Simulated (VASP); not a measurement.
# SnTe in VASP: a series of runs, part 2 of 2

VASP 6.6.1.

## 3. Single point, r2SCAN (strain -2.5%)

POSCAR

```
SnTe
1.0
    0.0000000000      3.1095970760      3.1095970760
    3.1095970760      0.0000000000      3.1095970760
    3.1095970760      3.1095970760      0.0000000000
Sn Te
1 1
Direct
    0.0000000000      0.0000000000      0.0000000000
    0.5000000000      0.5000000000      0.5000000000
```

INCAR.step1

```
ALGO = Normal
EDIFF = 1E-4
ENCUT = 520
GGA = PE
ISMEAR = -1
LASPH = T
LCHARG = F
LREAL = F
LWAVE = T
NBANDS = 17
NELM = 100
PREC = Accurate
SIGMA = 0.02
```

INCAR.step2

```
ALGO = Normal
EDIFF = 1E-7
ENCUT = 520
ISIF = 2
ISMEAR = -1
ISTART = 1
LASPH = T
LCHARG = T
LELF = T
LMIXTAU = T
LREAL = F
LVHAR = T
LWAVE = F
METAGGA = R2SCAN
NBANDS = 17
NELM = 100
PREC = Accurate
SIGMA = 0.02
```

KPOINTS

```
k-points
0
Gamma
  8 8 8
```

Potentials or basis: VASP PAW PBE potentials, release 64 (Sn_d, Te).

Launch:

```console
> cat potpaw_PBE.64/Sn_d/POTCAR potpaw_PBE.64/Te/POTCAR > POTCAR
> cp INCAR.step1 INCAR
> mpirun -np 1 vasp_std > vasp.out
> cp INCAR.step2 INCAR
> mpirun -np 1 vasp_std > vasp.out
```

OUTCAR:

```text
EDIFF = 1E-7
   ENCUT = 520
   ISIF = 2
   ISMEAR = -1
   ISTART = 1
   LASPH = T
   LREAL = F
   METAGGA = R2SCAN
   NELM = 100
   PREC = Accurate

 ion  position               nearest neighbor table
   1  0.000  0.000  0.000-   2 3.11   2 3.11   2 3.11   2 3.11   2 3.11   2 3.11
   2  0.500  0.500  0.500-   1 3.11   1 3.11   1 3.11   1 3.11   1 3.11   1 3.11

  LATTYP: Found a face centered cubic cell.
 ALAT       =     6.2191941520

  Lattice vectors:

 A1 = (   0.0000000000,   3.1095970760,   3.1095970760)
 A2 = (   3.1095970760,   0.0000000000,   3.1095970760)
 A3 = (   3.1095970760,   3.1095970760,   0.0000000000)

Analysis of symmetry for initial positions (statically):
=====================================================================
 Subroutine PRICEL returns:
 Original cell was already a primitive cell.

 Routine SETGRP: Setting up the symmetry group for a
 face centered cubic supercell.

 Subroutine GETGRP returns: Found 48 space group operations
 (whereof 48 operations were pure point group operations)
 out of a pool of 48 trial point group operations.

The static configuration has the point symmetry O_h .

Analysis of symmetry for dynamics (positions and initial velocities):
=====================================================================
 Subroutine PRICEL returns:
 Original cell was already a primitive cell.

 Routine SETGRP: Setting up the symmetry group for a
 face centered cubic supercell.

 Subroutine GETGRP returns: Found 48 space group operations
 (whereof 48 operations were pure point group operations)
 out of a pool of 48 trial point group operations.

The dynamic configuration has the point symmetry O_h .

 Subroutine INISYM returns: Found 48 space group operations
 (whereof 48 operations are pure point group operations),
 and found     1 'primitive' translations

----------------------------------------------------------------------------------------

                                     Primitive cell

  volume of cell :      60.1371

  direct lattice vectors                    reciprocal lattice vectors
     0.000000000  3.109597076  3.109597076    -0.160792536  0.160792536  0.160792536
     3.109597076  0.000000000  3.109597076     0.160792536 -0.160792536  0.160792536
     3.109597076  3.109597076  0.000000000     0.160792536  0.160792536 -0.160792536

  length of vectors
     4.397634358  4.397634358  4.397634358     0.278500842  0.278500842  0.278500842

  position of ions in fractional coordinates (direct lattice)
     0.000000000  0.000000000  0.000000000
     0.500000000  0.500000000  0.500000000

  ion indices of the primitive-cell ions
   primitive index   ion index
                 1           1
                 2           2

----------------------------------------------------------------------------------------

 KPOINTS: k-points

Automatic generation of k-mesh.
 Grid dimensions read from file:
 generate k-points for:    8    8    8

 Generating k-lattice:

  Cartesian coordinates                     Fractional coordinates (reciprocal lattice)
    -0.020099067  0.020099067  0.020099067     0.125000000  0.000000000  0.000000000
     0.020099067 -0.020099067  0.020099067     0.000000000  0.125000000  0.000000000
     0.020099067  0.020099067 -0.020099067     0.000000000  0.000000000  0.125000000

  Length of vectors
     0.034812605  0.034812605  0.034812605

  Shift w.r.t. Gamma in fractional coordinates (k-lattice)
     0.000000000  0.000000000  0.000000000

 Subroutine IBZKPT returns following result:
 ===========================================

 Found     29 irreducible k-points:

 Following reciprocal coordinates:
            Coordinates               Weight
  0.000000  0.000000  0.000000      1.000000
  0.125000  0.000000  0.000000      8.000000
  0.250000  0.000000  0.000000      8.000000
  0.375000  0.000000  0.000000      8.000000
  0.500000  0.000000  0.000000      4.000000
  0.125000  0.125000  0.000000      6.000000
[... 16 lines left out ...]
  0.500000  0.250000  0.125000     48.000000
 -0.375000  0.250000  0.125000     24.000000
 [... further k-points ...]
   k-points           NKPTS =     29   k-points in BZ     NKDIM =     29   number of bands    NBANDS=     17
   number of dos      NEDOS =    301   number of ions     NIONS =      2
   total plane-waves  NPLWV =  46656
   dimension x,y,z NGX =    36 NGY =   36 NGZ =   36
   dimension x,y,z NGXF=    72 NGYF=   72 NGZF=   72
   ions per type =               1   1
   NGX,Y,Z   is equivalent  to a cutoff of  13.61, 13.61, 13.61 a.u.
   NGXF,Y,Z  is equivalent  to a cutoff of  27.22, 27.22, 27.22 a.u.
 SYSTEM =  unknown system
   PREC   = accura    normal or accurate (medium, high low for compatibility)
   ISTART =      1    job   : 0-new  1-cont  2-samecut
   ICHARG =      0    charge: 1-file 2-atom 10-const
   ISPIN  =      1    spin polarized calculation?
   LNONCOLLINEAR =      F non collinear calculations
   LSORBIT =      F    spin-orbit coupling
   LASPH  =      T    aspherical Exc in radial PAW
   ENCUT  =  520.0 eV  38.22 Ry    6.18 a.u.   8.18  8.18  8.18*2*pi/ulx,y,z
   NELM   =    100;   NELMIN=  2; NELMDL=  0     # of ELM steps
   EDIFF  = 0.1E-06   stopping-criterion for ELM
   LREAL  =      F    real-space projection
   EDIFFG = 0.1E-05   stopping-criterion for IOM
   NSW    =      0    number of steps for IOM
   IBRION =     -1    ionic relax: 0-MD 1-quasi-New 2-CG
   NFREE  =      0    steps in history (QN), initial steepest desc. (CG)
   ISIF   =      2    stress and relaxation
   ISYM   =      2    0-nonsym 1-usesym 2-fastsym
   POTIM  = 0.5000    time-step for ionic-motion
   TEBEG  =    0.0;   TEEND  =   0.0 temperature during run
   PSTRESS=    0.0 pullay stress
   NELECT =      20.0000    total number of electrons
   NUPDOWN=      -1.0000    fix difference up-down
   EMIN   =  10.00;   EMAX   =-10.00  energy-range for DOS
   EFERMI =   0.00;   METHOD = LEGACY
   ISMEAR =    -1;   SIGMA  =   0.02  broadening in eV -4-tet -1-fermi 0-gaus
   EFERMI_NEDOS =   21; number of points for ismear=-14 and -15
   IALGO  =     38    algorithm
   IMIX   =      4    mixing-type and parameters
     AMIX     =   0.40;   BMIX     =  1.00
     AMIX_MAG =   1.60;   BMIX_MAG =  1.00
  volume/ion in A,a.u.               =      30.07       202.91
  Fermi-wavevector in a.u.,A,eV,Ry     =   1.134238  2.143398 17.503827  1.286495
  Thomas-Fermi vector in A             =   2.270941
   LORBIT       =      0    0 simple, 1 ext, 2 COOP (PROOUT), +10 PAW based schemes
   METAGGA = R2SCAN    functional components
   LHFCALC =     F    Hartree Fock is set to
   AEXX    =    0.0000 exact exchange contribution
   IVDW    =     0    specifies the selected vdW correction
   LEPSILON=     F    determine dielectric tensor
   LRPA    =     F    only Hartree local field effects (RPA)
 non-spin polarized calculation
  energy-cutoff  :      520.00
  volume of cell :       60.14
 maximum number of plane-waves:      1639
 NGX is ok and might be reduce to    36
   NGX = 17   NGY = 17   NGZ = 17

 number of electron      19.9999997 magnetization

 Free energy of the ion-electron system (eV)
  ---------------------------------------------------
  ext. energy  EPLUGINS =         0.00000000
  ---------------------------------------------------
  free energy    TOTEN  =       -50.63449068 eV

  energy without entropy =      -50.63422457  energy(sigma->0) =      -50.63435763

 E-fermi :   7.6703     XC(G=0): -10.2621

 val. band max:        7.6297920574   @ k =   0.5000   0.0000   0.0000
 cond. band min:       7.7298273262   @ k =   0.5000   0.0000   0.0000
 fundamental gap:      0.1000352689
 Fermi energy:         7.6702833540

 k-point     1 :       0.0000    0.0000    0.0000
  band No.  band energies     occupation
      1     -15.2536      2.00000
      2     -15.2536      2.00000
      3     -15.2395      2.00000
      4     -15.2395      2.00000
      5     -15.2395      2.00000
      6      -6.2871      2.00000
[... 9 lines left out ...]
     16      12.4145      0.00000
     17      14.5875      0.00000
[... 441 lines left out ...]
 k-point    24 :      -0.3750    0.2500    0.1250
  band No.  band energies     occupation
      1     -15.2660      2.00000
      2     -15.2574      2.00000
      3     -15.2360      2.00000
      4     -15.2334      2.00000
      5     -15.2293      2.00000
      6      -4.5964      2.00000
[... 9 lines left out ...]
     16      17.3529      0.00000
     17      17.6145      0.00000

 [... further k-points ...]

------------------------ aborting loop because EDIFF is reached ----------------------------------------

  FORCE on cell =-STRESS in cart. coord.  units (eV):
  Direction    XX          YY          ZZ          XY          YZ          ZX
  --------------------------------------------------------------------------------------
  -------------------------------------------------------------------------------------
  Total        1.4030063      1.4030063      1.4030063      0.0000000      0.0000000      0.0000000
  in kB       37.3790138     37.3790138     37.3790138      0.0000000      0.0000000      0.0000000
  external PRESSURE =      37.3790138 kB  Pullay stress =       0.0000000 kB

 VOLUME and BASIS-vectors are now :
 -----------------------------------------------------------------------------
  energy-cutoff  :      520.00
  volume of cell :       60.14
      direct lattice vectors                 reciprocal lattice vectors
     0.000000000  3.109597076  3.109597076    -0.160792536  0.160792536  0.160792536
     3.109597076  0.000000000  3.109597076     0.160792536 -0.160792536  0.160792536
     3.109597076  3.109597076  0.000000000     0.160792536  0.160792536 -0.160792536

 POSITION                                       TOTAL-FORCE (eV/Angst)
 -----------------------------------------------------------------------------------
      0.00000      0.00000      0.00000         0.000000     -0.000000     -0.000000
      3.10960      3.10960      3.10960        -0.000000      0.000000      0.000000
 -----------------------------------------------------------------------------------
    total drift:                               -0.000000      0.000000      0.000000

  FREE ENERGIE OF THE ION-ELECTRON SYSTEM (eV)
  ---------------------------------------------------
  free  energy   TOTEN  =       -50.6344906815 eV

  energy  without entropy=      -50.6342245724  energy(sigma->0) =      -50.63435763
```

OUTCAR.step1:

```text
EDIFF = 1E-4
   ENCUT = 520
   GGA = PE
   ISMEAR = -1
   LASPH = T
   LREAL = F
[... 699 lines left out ...]
 -----------------------------------------------------------------------------------
      0.00000      0.00000      0.00000         0.000000     -0.000000      0.000000
      3.10960      3.10960      3.10960         0.000000      0.000000     -0.000000
 -----------------------------------------------------------------------------------
    total drift:                               -0.000000      0.000000      0.000000

  FREE ENERGIE OF THE ION-ELECTRON SYSTEM (eV)
  ---------------------------------------------------
  free  energy   TOTEN  =        -7.4901851559 eV

  energy  without entropy=       -7.4901678381  energy(sigma->0) =       -7.49017650
```

OSZICAR.step1:

```text
N       E                     dE             d eps       ncg     rms          rms(c)
DAV:   1     0.130838481369E+03    0.13084E+03   -0.93883E+03  1011   0.135E+03
DAV:   2     0.487399689710E+01   -0.12596E+03   -0.12253E+03  1034   0.352E+02
DAV:   3    -0.717303302563E+01   -0.12047E+02   -0.11957E+02  1235   0.919E+01
DAV:   4    -0.751762948892E+01   -0.34460E+00   -0.34435E+00  1141   0.160E+01
DAV:   5    -0.753086879658E+01   -0.13239E-01   -0.13238E-01  1408   0.309E+00    0.529E+00
DAV:   6    -0.748892263310E+01    0.41946E-01   -0.94232E-02  1326   0.214E+00    0.330E+00
DAV:   7    -0.749032928896E+01   -0.14067E-02   -0.47713E-02  1174   0.112E+00    0.665E-01
DAV:   8    -0.749006069713E+01    0.26859E-03   -0.72592E-03  1276   0.682E-01    0.193E-01
DAV:   9    -0.749020467322E+01   -0.14398E-03   -0.54191E-04  1259   0.242E-01    0.496E-02
DAV:  10    -0.749018515587E+01    0.19517E-04   -0.90025E-05   768   0.956E-02
   1 F= -.74901852E+01 E0= -.74901765E+01  d E =-.173178E-04
```

Run time: 1.8 min. Hardware: 1 thread of Intel Xeon Platinum 8559C (Emerald Rapids), shared host; peak memory 0.22 GiB.

Results:

```
Free energy            : -50.6345 eV
Pressure               : 3.7 GPa
Band gap on the k mesh : 0.10 eV
```

Caveat: the cell differs from its parent crystal (strain -2.5%); the cell stands under pressure; the PAW data sets were made with another functional, which shifts forces and pressure a little; spin-orbit coupling is left out, which moves the levels of the heavy elements. A k mesh can miss the band edges.

## 4. Single point, r2SCAN

This run uses another cell than the first one, of 32.44 Å³/atom.

POSCAR

```
SnTe
1.0
    0.0000000000      3.1893303343      3.1893303343
    3.1893303343      0.0000000000      3.1893303343
    3.1893303343      3.1893303343      0.0000000000
Sn Te
1 1
Direct
    0.0000000000      0.0000000000      0.0000000000
    0.5000000000      0.5000000000      0.5000000000
```

INCAR.step1

```
PREC = Accurate ; ENCUT = 520
ISMEAR = -1 ; SIGMA = 0.02
LREAL = False ; LASPH = True
NELM = 80 ; NBANDS = 17
GGA = PE ; ALGO = Normal
EDIFF = 1E-4 ; LWAVE = True
LCHARG = False
```

INCAR.step2

```
PREC = Accurate ; ENCUT = 520
EDIFF = 1E-7 ; ISMEAR = -1
SIGMA = 0.02 ; LREAL = False
LASPH = True ; NELM = 80
ALGO = Normal ; ISIF = 2
LWAVE = False ; LCHARG = True
METAGGA = R2SCAN ; LMIXTAU = True
LELF = True ; LVHAR = True
NBANDS = 17 ; ISTART = 1
```

KPOINTS

```
Automatic mesh
0
Gamma
  8 8 8
```

Launch:

```console
> cat potpaw_PBE.64/Sn_d/POTCAR potpaw_PBE.64/Te/POTCAR > POTCAR
> cp INCAR.step1 INCAR
> mpirun -np 1 vasp_std > vasp.out
> cp INCAR.step2 INCAR
> mpirun -np 1 vasp_std > vasp.out
```

Run time: 1.8 min. Hardware: 1 thread of Intel Xeon Platinum 8559C (Emerald Rapids), shared host; peak memory 0.22 GiB.

Results (log left out):

```yaml
Free_energy: -50.6863 eV
Pressure: -0.1 GPa
Band_gap_on_the_k_mesh: 0.14 eV
```

Levels at points of the mesh, in eV from the valence-band top:
| k point | band 8 | band 9 | band 10 | band 11 | band 12 | band 13 |
| --- | --- | --- | --- | --- | --- | --- |
| (0.00, 0.00, 0.00) | -2.38 | -2.38 | -2.38 | 3.36 | 3.36 | 3.36 |
| (0.50, 0.00, 0.00) | -2.02 | -2.02 | 0.00 | 0.14 | 0.34 | 0.34 |
| (0.50, 0.50, 0.00) | -5.71 | -3.93 | -3.93 | 2.47 | 4.94 | 4.94 |

Caveat: the PAW data sets were made with another functional, which shifts forces and pressure a little; spin-orbit coupling is left out, which moves the levels of the heavy elements. A k mesh can miss the band edges.

## 5. Single point, r2SCAN (epitaxial xy strain +2.0%)

POSCAR

```
SnTe
1.0
    0.0000000000      3.2531169410      3.1842697427
    3.2531169410      0.0000000000      3.1842697427
    3.2531169410      3.2531169410      0.0000000000
Sn Te
1 1
Direct
    0.0000000000      0.0000000000      0.0000000000
    0.5000000000      0.5000000000      0.5000000000
```

INCAR.step1

```
SYSTEM = SnTe
  ALGO = Normal
  EDIFF = 1E-4
  ENCUT = 520
  GGA = PE
  ISMEAR = -1
  LASPH = .True.
  LCHARG = .False.
  LREAL = .False.
  LWAVE = .True.
  NBANDS = 17
  NELM = 100
  PREC = Accurate
  SIGMA = 0.02
```

INCAR.step2

```
SYSTEM = SnTe
  ALGO = Normal
  EDIFF = 1E-7
  ENCUT = 520
  ISIF = 2
  ISMEAR = -1
  ISTART = 1
  LASPH = .True.
  LCHARG = .False.
  LMIXTAU = .True.
  LREAL = .False.
  LWAVE = .False.
  METAGGA = R2SCAN
  NBANDS = 17
  NELM = 100
  PREC = Accurate
  SIGMA = 0.02
```

KPOINTS

```
k-points
0
Gamma
  8 8 8
  0 0 0
```

Launch:

```console
> cat potpaw_PBE.64/Sn_d/POTCAR potpaw_PBE.64/Te/POTCAR > POTCAR
> cp INCAR.step1 INCAR
> mpirun -np 1 vasp_std > vasp.out
> cp INCAR.step2 INCAR
> mpirun -np 1 vasp_std > vasp.out
```

Wall time 3.2 min (1 thread of Intel Xeon Platinum 8559C (Emerald Rapids), shared host); peak memory 0.26 GiB.

Results (log left out):

```yaml
Free_energy: -50.6660 eV
Pressure: -1.6 GPa
Band_gap_on_the_k_mesh: 0.22 eV
```

Stress tensor (GPa, compression positive):
```
-2.35  0.00  0.00
 0.00 -2.35  0.00
 0.00  0.00 -0.06
```

Levels at points of the mesh, in eV from the valence-band top:
```csv
k point,band 6,band 7,band 8,band 9,band 10,band 11,band 12,band 13,band 14,band 15
"(0.00, 0.00, 0.00)",-12.86,-4.95,-2.34,-2.11,-2.11,3.19,3.19,3.71,5.15,5.15
"(0.50, 0.00, 0.00)",-11.68,-8.32,-1.86,-1.81,0.00,0.22,0.45,0.55,8.11,8.89
"(0.50, 0.50, 0.00)",-11.35,-6.70,-5.39,-3.69,-3.69,2.66,4.77,4.77,6.47,9.10
"(0.50, 0.00, 0.50)",-11.46,-6.58,-5.34,-3.77,-3.52,2.72,4.59,5.15,6.11,9.07
```

Caveat: the cell differs from its parent crystal (epitaxial xy strain +2.0%); the PAW data sets were made with another functional, which shifts forces and pressure a little; spin-orbit coupling is left out, which moves the levels of the heavy elements. A k mesh can miss the band edges.

## 6. Single point, r2SCAN (strain along [111] +2.0%)

POSCAR

```
SnTe
1.0
    0.0425244045      3.2318547388      3.2318547388
    3.2318547388      0.0425244045      3.2318547388
    3.2318547388      3.2318547388      0.0425244045
Sn Te
1 1
Direct
    0.0000000000      0.0000000000      0.0000000000
    0.5000000000      0.5000000000      0.5000000000
```

INCAR.step1

```
SYSTEM = SnTe
ALGO = Normal
EDIFF = 1E-4
ENCUT = 520
GGA = PE
ISMEAR = -1
LASPH = .TRUE.
LCHARG = .FALSE.
LREAL = .FALSE.
LWAVE = .TRUE.
NBANDS = 17
NELM = 80
PREC = Accurate
SIGMA = 0.02
```

INCAR.step2

```
SYSTEM = SnTe
ALGO = Normal
EDIFF = 1E-6
ENCUT = 520
ISIF = 2
ISMEAR = -1
ISTART = 1
LASPH = .TRUE.
LCHARG = .FALSE.
LMIXTAU = .TRUE.
LREAL = .FALSE.
LWAVE = .FALSE.
METAGGA = R2SCAN
NBANDS = 17
NELM = 80
PREC = Accurate
SIGMA = 0.02
```

KPOINTS

```
k-points
0
G
  8 8 8
  0 0 0
```

Potentials or basis: VASP PAW PBE potentials, release 64 (Sn_d, Te).

Launch:

```console
> cat potpaw_PBE.64/Sn_d/POTCAR potpaw_PBE.64/Te/POTCAR > POTCAR
> cp INCAR.step1 INCAR
> mpirun -np 1 vasp_std > vasp.out
> cp INCAR.step2 INCAR
> mpirun -np 1 vasp_std > vasp.out
```

Run time: 2.9 min. Hardware: 1 thread of Intel Xeon Platinum 8559C (Emerald Rapids), shared host; peak memory 0.26 GiB.

The run converged. Its results:

| Item | Value |
| --- | --- |
| Free energy | -50.6805 eV |
| Pressure | -1.0 GPa |

Stress tensor (GPa, compression positive):
```
-0.95 -0.22 -0.22
-0.22 -0.95 -0.22
-0.22 -0.22 -0.95
```

Levels at points of the mesh, in eV from the Fermi level:
```
           k point  band 8  band 9  band 10  band 11  band 12  band 13
(0.00, 0.00, 0.00)   -2.50   -2.32    -2.32     3.24     3.24     3.31
(0.50, 0.00, 0.00)   -2.08   -2.01    -0.15     0.03     0.28     0.32
(0.50, 0.50, 0.00)   -5.63   -3.95    -3.82     2.49     4.75     4.80
(0.50, 0.50, 0.50)   -1.96   -1.96     0.00     0.20     0.40     0.40
```

Caveat: the cell differs from its parent crystal (strain along [111] +2.0%); the PAW data sets were made with another functional, which shifts forces and pressure a little; spin-orbit coupling is left out, which moves the levels of the heavy elements.

## 7. Overview

| level | cell | gap on the mesh (eV) | pressure (GPa) |
| --- | --- | --- | --- |
| PBE | a = 4.398 Å, angles 60.0°, 2 atoms | 0.22 | 4.5 |
| r2SCAN | a = 4.398 Å, angles 60.0°, 2 atoms | 0.10 | 3.7 |
| r2SCAN | a = 4.510 Å, angles 60.0°, 2 atoms | 0.14 | -0.1 |
| r2SCAN | a = 4.552, b = 4.552, c = 4.601 Å, angles 59.6, 59.6, 60.7°, 2 atoms | 0.22 | -1.6 |
| r2SCAN | a = 4.571 Å, angles 59.1°, 2 atoms | - | -1.0 |

Alike in all rows: task single point; potentials or basis VASP PAW PBE potentials, release 64 (Sn_d, Te); no spin polarisation; k mesh 8 × 8 × 8; cutoff (eV) 520; smearing fermi-dirac 0.02 eV.

Caveats: spin-orbit coupling is left out, which moves the levels of the heavy elements; the PAW data sets were made with another functional, which shifts forces and pressure a little (at least some runs); the cell stands under pressure (at least some runs).

Total energies depend on the potentials used, so only differences within one code and one set of settings carry meaning.
